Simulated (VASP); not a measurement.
Here is a VASP 6.6.1 calculation.

INCAR

```
SYSTEM = Al3B2P
ALGO = Normal ; EDIFF = 1E-7
ENCUT = 520 ; GGA = PE
ISIF = 2 ; ISMEAR = 0
LASPH = .TRUE. ; LCHARG = .TRUE.
LELF = .TRUE. ; LREAL = .FALSE.
LVHAR = .TRUE. ; LWAVE = .FALSE.
NBANDS = 19 ; NELM = 60
PREC = Accurate ; SIGMA = 0.1
```

File KPOINTS:

```
k-points
0
G
  6 6 4
  0 0 0
```

POSCAR

```
Al3B2P
1.0
    4.2758448000      0.0000000000      0.0000000000
   -2.1379224000      3.7029902200      0.0000000000
    0.0000000000      0.0000000000      6.1978036800
Al B P
3 2 1
Direct
    0.5000000000      0.0000000000      0.0000000000
    0.0000000000      0.5000000000      0.0000000000
    0.5000000000      0.5000000000      0.0000000000
    0.0000000000      0.0000000000      0.3511496500
    0.0000000000      0.0000000000      0.6488503500
    0.0000000000      0.0000000000      0.0000000000
```

Potentials or basis: VASP PAW PBE potentials, release 64 (Al, B, P).

The run is started by

```console
$ cat potpaw_PBE.64/Al/POTCAR potpaw_PBE.64/B/POTCAR potpaw_PBE.64/P/POTCAR > POTCAR
$ mpirun -np 1 vasp_std > vasp.out
```

(1) What does it give for the largest force?

(2) Predict the pressure.

Results:

(1) 1.150 eV/Å.

(2) 44.0 GPa.

Caveat: forces of over 1 eV/Å act on the atoms, so gaps and moduli don't describe the material at rest.
